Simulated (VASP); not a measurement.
# YbN (F-43m) in VASP: notebook

YbN is run at these levels: PBE+U; tasks: single point.

Everything below comes from runs of VASP 6.6.1. Logs are shortened: lines on timing, memory, paths and dates and some standing lists are left out, and cuts for length are marked.

## Step 1: The cell of the first run

It takes space group F-43m (No. 216, cubic). Conventional cell: a = 5.093 Å, b = 5.093 Å, c = 5.093 Å, α = 90.00°, β = 90.00°, γ = 90.00°. Within 2.9 Å of Yb (site symmetry -43m) lie 4 N at 2.21 Å. N (site symmetry -43m) has 4 Yb at 2.21 Å within 2.9 Å.

## Step 2: Single point, PBE+U, collinear spin, ferromagnetic start (16.51 Å³/atom)

INCAR reads:

```
SYSTEM = YbN
PREC     = Accurate       ! precision mode
ENCUT    = 520            ! plane-wave cutoff, eV
EDIFF    = 1E-7           ! SCF threshold, eV
ISMEAR   = 0              ! smearing method
SIGMA    = 0.05           ! smearing width, eV
LREAL    = .False.        ! projectors in reciprocal space
LASPH    = .True.         ! aspherical terms in the spheres
NELM     = 150            ! most SCF steps
ALGO     = Normal         ! electronic algorithm
ISIF     = 2              ! what is computed and relaxed
LWAVE    = .False.        ! write WAVECAR
LCHARG   = .True.         ! write CHGCAR
ISPIN    = 2              ! spin polarisation
MAGMOM   = 1.08 0.01      ! initial moments
LORBIT   = 11             ! projections on sites
LMAXMIX  = 6              ! l up to which the mixer works
LDAU     = .True.         ! DFT+U
LDAUTYPE = 2            
LDAUL    = 3 -1           ! shell
LDAUU    = 6 0            ! U, eV
LDAUJ    = 0 0          
LDAUPRINT= 1            
GGA      = PE             ! functional
LELF     = .True.         ! ELF
LVHAR    = .True.       
NBANDS   = 26             ! bands
```

KPOINTS reads:

```
regular mesh
0
Gamma
  8 8 8
  0 0 0
```

POSCAR reads:

```
YbN
1.0
    0.0000000000      2.5462968557      2.5462968557
    2.5462968557      0.0000000000      2.5462968557
    2.5462968557      2.5462968557      0.0000000000
Yb N
1 1
Direct
    0.0000000000      0.0000000000      0.0000000000
    0.2500000000      0.2500000000      0.2500000000
```

Potentials or basis: VASP PAW PBE potentials, release 64 (Yb, N).

Started as:

```console
> cat potpaw_PBE.64/Yb/POTCAR potpaw_PBE.64/N/POTCAR > POTCAR
> mpirun -np 1 vasp_std > vasp.out
```

OUTCAR:

```text
SYSTEM = YbN
   PREC = Accurate
   ENCUT = 520
   EDIFF = 1E-7
   ISMEAR = 0
   LREAL = .False.
   LASPH = .True.
   NELM = 150
   ISIF = 2
   ISPIN = 2
   LORBIT = 11
   GGA = PE

 ion  position               nearest neighbor table
   1  0.000  0.000  0.000-   2 2.21   2 2.21   2 2.21   2 2.21
   2  0.250  0.250  0.250-   1 2.21   1 2.21   1 2.21   1 2.21

  LATTYP: Found a face centered cubic cell.
 ALAT       =     5.0925937114

  Lattice vectors:

 A1 = (   0.0000000000,   2.5462968557,   2.5462968557)
 A2 = (   2.5462968557,   0.0000000000,   2.5462968557)
 A3 = (   2.5462968557,   2.5462968557,   0.0000000000)

Analysis of symmetry for initial positions (statically):
=====================================================================
 Subroutine PRICEL returns:
 Original cell was already a primitive cell.

 Routine SETGRP: Setting up the symmetry group for a
 face centered cubic supercell.

 Subroutine GETGRP returns: Found 24 space group operations
 (whereof 24 operations were pure point group operations)
 out of a pool of 48 trial point group operations.

The static configuration has the point symmetry T_d .

Analysis of symmetry for dynamics (positions and initial velocities):
=====================================================================
 Subroutine PRICEL returns:
 Original cell was already a primitive cell.

 Routine SETGRP: Setting up the symmetry group for a
 face centered cubic supercell.

 Subroutine GETGRP returns: Found 24 space group operations
 (whereof 24 operations were pure point group operations)
 out of a pool of 48 trial point group operations.

The dynamic configuration has the point symmetry T_d .

Analysis of structural, dynamic, and magnetic symmetry:
=====================================================================
 Subroutine PRICEL returns:
 Original cell was already a primitive cell.

 Routine SETGRP: Setting up the symmetry group for a
 face centered cubic supercell.

 Subroutine GETGRP returns: Found 24 space group operations
 (whereof 24 operations were pure point group operations)
 out of a pool of 48 trial point group operations.

The overall configuration has the point symmetry T_d .

 Subroutine INISYM returns: Found 24 space group operations
 (whereof 24 operations are pure point group operations),
 and found     1 'primitive' translations

----------------------------------------------------------------------------------------

                                     Primitive cell

  volume of cell :      33.0185

  direct lattice vectors                    reciprocal lattice vectors
     0.000000000  2.546296856  2.546296856    -0.196363593  0.196363593  0.196363593
     2.546296856  0.000000000  2.546296856     0.196363593 -0.196363593  0.196363593
     2.546296856  2.546296856  0.000000000     0.196363593  0.196363593 -0.196363593

  length of vectors
     3.601007547  3.601007547  3.601007547     0.340111720  0.340111720  0.340111720

  position of ions in fractional coordinates (direct lattice)
     0.000000000  0.000000000  0.000000000
     0.250000000  0.250000000  0.250000000

  ion indices of the primitive-cell ions
   primitive index   ion index
                 1           1
                 2           2

[... 74 lines left out ...]
   NSW    =      0    number of steps for IOM
   IBRION =     -1    ionic relax: 0-MD 1-quasi-New 2-CG
   NFREE  =      0    steps in history (QN), initial steepest desc. (CG)
   ISIF   =      2    stress and relaxation
   ISYM   =      2    0-nonsym 1-usesym 2-fastsym
   POTIM  = 0.5000    time-step for ionic-motion
   TEBEG  =    0.0;   TEEND  =   0.0 temperature during run
   PSTRESS=    0.0 pullay stress
   NELECT =      29.0000    total number of electrons
   NUPDOWN=      -1.0000    fix difference up-down
   EMIN   =  10.00;   EMAX   =-10.00  energy-range for DOS
   EFERMI =   0.00;   METHOD = LEGACY
   ISMEAR =     0;   SIGMA  =   0.05  broadening in eV -4-tet -1-fermi 0-gaus
   EFERMI_NEDOS =   21; number of points for ismear=-14 and -15
   IALGO  =     38    algorithm
   IMIX   =      4    mixing-type and parameters
     AMIX     =   0.40;   BMIX     =  1.00
     AMIX_MAG =   1.60;   BMIX_MAG =  1.00
  volume/ion in A,a.u.               =      16.51       111.41
  Fermi-wavevector in a.u.,A,eV,Ry     =   1.567792  2.962697 33.442739  2.457972
  Thomas-Fermi vector in A             =   2.669919
   LORBIT       =     11    0 simple, 1 ext, 2 COOP (PROOUT), +10 PAW based schemes
 LDA+U is selected, type is set to LDAUTYPE =  2
   angular momentum for each species LDAUL =     3   -1
   U (eV)           for each species LDAUU =   6.0  0.0
   J (eV)           for each species LDAUJ =   0.0  0.0
   GGA     = PE    functional components
   LHFCALC =     F    Hartree Fock is set to
   AEXX    =    0.0000 exact exchange contribution
   IVDW    =     0    specifies the selected vdW correction
   LEPSILON=     F    determine dielectric tensor
   LRPA    =     F    only Hartree local field effects (RPA)
 spin polarized calculation
 Gauss-broadening in eV      SIGMA  =   0.05
  energy-cutoff  :      520.00
  volume of cell :       33.02
 maximum number of plane-waves:       905
   NGX = 13   NGY = 13   NGZ = 13

atom =   1  type =  1  l = 3

 onsite density matrix

spin component  1

  1.0017  0.0000 -0.0010  0.0000 -0.0000 -0.0000 -0.0000
  0.0000  0.9996  0.0000  0.0000  0.0000  0.0000  0.0000
 -0.0010  0.0000  1.0021 -0.0000 -0.0000 -0.0000 -0.0000
  0.0000  0.0000 -0.0000  1.0009  0.0000 -0.0000 -0.0000
 -0.0000  0.0000 -0.0000  0.0000  1.0021 -0.0000  0.0010
 -0.0000  0.0000 -0.0000 -0.0000 -0.0000  1.0029  0.0000
 -0.0000  0.0000 -0.0000 -0.0000  0.0010  0.0000  1.0017

spin component  2

  0.9344  0.0000  0.0762 -0.0000  0.0000 -0.0000 -0.0000
  0.0000  0.9894  0.0000  0.0000  0.0000 -0.0000  0.0000
  0.0762  0.0000  0.8950  0.0000 -0.0000 -0.0000  0.0000
 -0.0000  0.0000  0.0000  0.9934  0.0000  0.0000 -0.0000
  0.0000  0.0000 -0.0000  0.0000  0.8950 -0.0000 -0.0762
 -0.0000 -0.0000 -0.0000  0.0000 -0.0000  0.8360  0.0000
 -0.0000  0.0000  0.0000 -0.0000 -0.0762  0.0000  0.9344

 occupancies and eigenvectors

  o =  0.8360  v =  0.0000  0.0000  0.0000  0.0000  0.0000  0.0000  0.0000  0.0026 -0.0000 -0.0033 -0.0000  0.7906  0.0035  0.6124      0.0000  0.0000  0.0000  0.0000  0.0000  0.0000  0.0000  0.0000  0.0000  0.0000  0.0000  0.0000  0.0000  0.0000
  o =  0.8360  v =  0.0000  0.0000  0.0000  0.0000  0.0000  0.0000  0.0000  0.6123  0.0000 -0.7905  0.0000 -0.0033 -0.0098 -0.0026      0.0000  0.0000  0.0000  0.0000  0.0000  0.0000  0.0000  0.0000  0.0000  0.0000  0.0000  0.0000  0.0000  0.0000
  o =  0.8360  v =  0.0000  0.0000  0.0000  0.0000  0.0000  0.0000  0.0000 -0.0060 -0.0000  0.0078  0.0000  0.0028 -0.9999  0.0021      0.0000  0.0000  0.0000  0.0000  0.0000  0.0000  0.0000  0.0000  0.0000  0.0000  0.0000  0.0000  0.0000  0.0000
  o =  0.9894  v =  0.0000  0.0000  0.0000  0.0000  0.0000  0.0000  0.0000 -0.0000  1.0000 -0.0000 -0.0000  0.0000 -0.0000 -0.0000      0.0000  0.0000  0.0000  0.0000  0.0000  0.0000  0.0000  0.0000  0.0000  0.0000  0.0000  0.0000  0.0000  0.0000
  o =  0.9934  v =  0.0000  0.0000  0.0000  0.0000  0.0000  0.0000  0.0000  0.0002 -0.0000  0.0002 -0.9961  0.0542 -0.0000 -0.0700      0.0000  0.0000  0.0000  0.0000  0.0000  0.0000  0.0000  0.0000  0.0000  0.0000  0.0000  0.0000  0.0000  0.0000
  o =  0.9934  v =  0.0000  0.0000  0.0000  0.0000  0.0000  0.0000  0.0000 -0.0024 -0.0000 -0.0019  0.0886  0.6100  0.0000 -0.7875      0.0000  0.0000  0.0000  0.0000  0.0000  0.0000  0.0000  0.0000  0.0000  0.0000  0.0000  0.0000  0.0000  0.0000
  o =  0.9934  v =  0.0000  0.0000  0.0000  0.0000  0.0000  0.0000  0.0000  0.7906  0.0000  0.6124  0.0006  0.0019 -0.0000 -0.0024      0.0000  0.0000  0.0000  0.0000  0.0000  0.0000  0.0000  0.0000  0.0000  0.0000  0.0000  0.0000  0.0000  0.0000
  o =  0.9996  v =  0.0000 -1.0000 -0.0000 -0.0000  0.0000  0.0000  0.0000  0.0000  0.0000  0.0000  0.0000  0.0000  0.0000  0.0000      0.0000  0.0000  0.0000  0.0000  0.0000  0.0000  0.0000  0.0000  0.0000  0.0000  0.0000  0.0000  0.0000  0.0000
  o =  1.0009  v =  0.0000  0.0000 -0.0000 -0.9983 -0.0359  0.0000  0.0464  0.0000  0.0000  0.0000  0.0000  0.0000  0.0000  0.0000      0.0000  0.0000  0.0000  0.0000  0.0000  0.0000  0.0000  0.0000  0.0000  0.0000  0.0000  0.0000  0.0000  0.0000
  o =  1.0009  v = -0.7906  0.0000 -0.6124  0.0000 -0.0000 -0.0000 -0.0000  0.0000  0.0000  0.0000  0.0000  0.0000  0.0000  0.0000      0.0000  0.0000  0.0000  0.0000  0.0000  0.0000  0.0000  0.0000  0.0000  0.0000  0.0000  0.0000  0.0000  0.0000
  o =  1.0009  v =  0.0000  0.0000 -0.0000  0.0587 -0.6113  0.0000  0.7892  0.0000  0.0000  0.0000  0.0000  0.0000  0.0000  0.0000      0.0000  0.0000  0.0000  0.0000  0.0000  0.0000  0.0000  0.0000  0.0000  0.0000  0.0000  0.0000  0.0000  0.0000
  o =  1.0029  v = -0.6124 -0.0000  0.7906 -0.0000  0.0000  0.0000  0.0000  0.0000  0.0000  0.0000  0.0000  0.0000  0.0000  0.0000      0.0000  0.0000  0.0000  0.0000  0.0000  0.0000  0.0000  0.0000  0.0000  0.0000  0.0000  0.0000  0.0000  0.0000
  o =  1.0029  v =  0.0000  0.0000 -0.0000 -0.0000  0.7340  0.3715  0.5685  0.0000  0.0000  0.0000  0.0000  0.0000  0.0000  0.0000      0.0000  0.0000  0.0000  0.0000  0.0000  0.0000  0.0000  0.0000  0.0000  0.0000  0.0000  0.0000  0.0000  0.0000
  o =  1.0029  v =  0.0000 -0.0000 -0.0000 -0.0000  0.2937 -0.9284  0.2275  0.0000  0.0000  0.0000  0.0000  0.0000  0.0000  0.0000      0.0000  0.0000  0.0000  0.0000  0.0000  0.0000  0.0000  0.0000  0.0000  0.0000  0.0000  0.0000  0.0000  0.0000

 number of electron      28.9999986 magnetization       0.9999808

 Free energy of the ion-electron system (eV)
  ---------------------------------------------------
  ext. energy  EPLUGINS =         0.00000000
  ---------------------------------------------------
  free energy    TOTEN  =       -12.06311844 eV

  energy without entropy =      -12.06025554  energy(sigma->0) =      -12.06168699

 E-fermi :   1.2989     XC(G=0): -10.8886

 val. band max:        1.2976272585   @ k =   0.3750   0.2500   0.1250
 cond. band min:       1.3250042729   @ k =   0.5000   0.2500   0.0000
 fundamental gap:      0.0273770145
 Fermi energy:         1.2988996485

 spin component 1

 k-point     1 :       0.0000    0.0000    0.0000
  band No.  band energies     occupation
      1     -48.3103      1.00000
      2     -20.3844      1.00000
      3     -20.3844      1.00000
      4     -20.3844      1.00000
      5     -11.6763      1.00000
      6      -1.1875      1.00000
[... 1385 lines left out ...]
     25      20.9299      0.00000
     26      22.8723      0.00000

 [... further k-points ...]
[... 5 lines left out ...]
  --------------------------------------------------------------------------------------
  -------------------------------------------------------------------------------------
  Total        1.2728783      1.2728783      1.2728783      0.0000000      0.0000000     -0.0000000
  in kB       61.7647039     61.7647039     61.7647039      0.0000000      0.0000000     -0.0000000
  external PRESSURE =      61.7647039 kB  Pullay stress =       0.0000000 kB

 VOLUME and BASIS-vectors are now :
 -----------------------------------------------------------------------------
  energy-cutoff  :      520.00
  volume of cell :       33.02
      direct lattice vectors                 reciprocal lattice vectors
     0.000000000  2.546296856  2.546296856    -0.196363593  0.196363593  0.196363593
     2.546296856  0.000000000  2.546296856     0.196363593 -0.196363593  0.196363593
     2.546296856  2.546296856  0.000000000     0.196363593  0.196363593 -0.196363593

 POSITION                                       TOTAL-FORCE (eV/Angst)
 -----------------------------------------------------------------------------------
      0.00000      0.00000      0.00000         0.000000      0.000000      0.000000
      1.27315      1.27315      1.27315        -0.000000     -0.000000     -0.000000
 -----------------------------------------------------------------------------------
    total drift:                               -0.000000     -0.000000     -0.000000

  FREE ENERGIE OF THE ION-ELECTRON SYSTEM (eV)
  ---------------------------------------------------
  free  energy   TOTEN  =       -12.0631184423 eV

  energy  without entropy=      -12.0602555411  energy(sigma->0) =      -12.06168699

 total charge

# of ion       s       p       d       f       tot
--------------------------------------------------
    1        2.180   6.136   0.677  13.472  22.465
    2        1.275   2.412   0.000   0.000   3.687
--------------------------------------------------
tot          3.455   8.548   0.677  13.472  26.151

 magnetization (x)

# of ion       s       p       d       f       tot
--------------------------------------------------
    1        0.002   0.026   0.020   0.533   0.581
    2        0.007   0.312   0.000   0.000   0.319
--------------------------------------------------
tot          0.009   0.338   0.020   0.533   0.900
```

Run time: 54 s. Hardware: 1 thread of Intel Xeon 6975P-C (Granite Rapids), shared host; peak memory 0.22 GiB.

Results:

| Quantity | Value |
| --- | --- |
| Free energy | -12.0631 eV |
| Pressure | 6.2 GPa |
| Band gap on the k mesh | zero (filled and empty bands overlap) |
| Net moment | 1.00 μB per cell |
| Site moments | Yb +0.58; N +0.32 μB |
| Valence electrons inside the program's atomic spheres | Yb 22.46; N 3.69 |

Eigenvalues of the final occupation matrices:
```csv
site,spin,trace,eigenvalues
site 1 f,1,7.01,1.00 1.00 1.00 1.00 1.00 1.00 1.00
site 1 f,2,6.48,0.84 0.84 0.84 0.99 0.99 0.99 0.99
```

Caveat: the cell stands under pressure; spin-orbit coupling is left out, which moves the levels of the heavy elements.

## Step 3: Single point, PBE+U, collinear spin, ferromagnetic start (16.85 Å³/atom)

This run uses another cell than the first one, of 16.85 Å³/atom.

INCAR reads:

```
SYSTEM = YbN
ALGO = Normal
EDIFF = 1E-7
ENCUT = 520
GGA = PE
ISIF = 2
ISMEAR = 0
ISPIN = 2
LASPH = .True.
LCHARG = .False.
LDAU = .True.
LDAUJ = 0 0
LDAUL = 3 -1
LDAUPRINT = 1
LDAUTYPE = 2
LDAUU = 6 0
LMAXMIX = 6
LORBIT = 11
LREAL = .False.
LWAVE = .False.
MAGMOM = 1.08 0.01
NBANDS = 26
NELM = 150
PREC = Accurate
SIGMA = 0.05
```

KPOINTS reads:

```
k-points
0
Gamma
  8 8 8
  0 0 0
```

POSCAR reads:

```
YbN
1.0
    0.0000000000      2.5638580786      2.5638580786
    2.5638580786      0.0000000000      2.5638580786
    2.5638580786      2.5638580786      0.0000000000
Yb N
1 1
Direct
    0.0000000000      0.0000000000      0.0000000000
    0.2500000000      0.2500000000      0.2500000000
```

Potentials or basis: VASP PAW PBE potentials, release 64 (Yb, N).

Started as:

```console
> cat potpaw_PBE.64/Yb/POTCAR potpaw_PBE.64/N/POTCAR > POTCAR
> mpirun -np 1 vasp_std > vasp.out
```

It took 57 s on 1 thread of Intel Xeon 6975P-C (Granite Rapids), shared host; peak memory 0.21 GiB.

Results (log left out):

```yaml
Free_energy: -12.0852 eV
Pressure: 4.0 GPa
Band_gap_on_the_k_mesh: zero (filled and empty bands overlap)
Net_moment: 1.00 μB per cell
Site_moments: Yb +0.57; N +0.32 μB
Valence_electrons_inside_the_program's_atomic_spheres: Yb 22.43; N 3.67
```

Levels at points of the mesh, in eV from the Fermi level:
Spin up:
| k point | band 12 | band 13 | band 14 | band 15 | band 16 | band 17 | band 18 | band 19 |
| --- | --- | --- | --- | --- | --- | --- | --- | --- |
| (0.00, 0.00, 0.00) | -1.95 | -1.28 | -1.28 | -1.28 | 2.39 | 7.06 | 7.06 | 9.98 |
| (0.50, 0.00, 0.00) | -1.85 | -1.58 | -1.00 | -1.00 | 5.14 | 7.07 | 7.11 | 7.11 |
| (0.50, 0.50, 0.00) | -1.76 | -1.68 | -0.22 | -0.22 | 3.05 | 5.77 | 9.11 | 9.36 |
Spin down:
```tsv
k point	band 11	band 12	band 13	band 14	band 15	band 16	band 17	band 18
(0.00, 0.00, 0.00)	-0.87	-0.87	-0.33	-0.33	-0.33	2.49	7.12	7.12
(0.50, 0.00, 0.00)	-0.90	-0.90	-0.32	-0.15	-0.15	5.31	7.13	7.23
(0.50, 0.50, 0.00)	-0.79	-0.79	-0.43	0.57	0.57	3.02	6.00	9.15
```

Eigenvalues of the final occupation matrices:
```csv
site,spin,trace,eigenvalues
site 1 f,1,7.01,1.00 1.00 1.00 1.00 1.00 1.00 1.00
site 1 f,2,6.48,0.84 0.84 0.84 0.99 0.99 0.99 0.99
```

Caveat: the cell stands under pressure; spin-orbit coupling is left out, which moves the levels of the heavy elements.

(Continued in part 2 of 2.)

The gap in the log of VASP goes by the Fermi energy; the results here count the filled bands.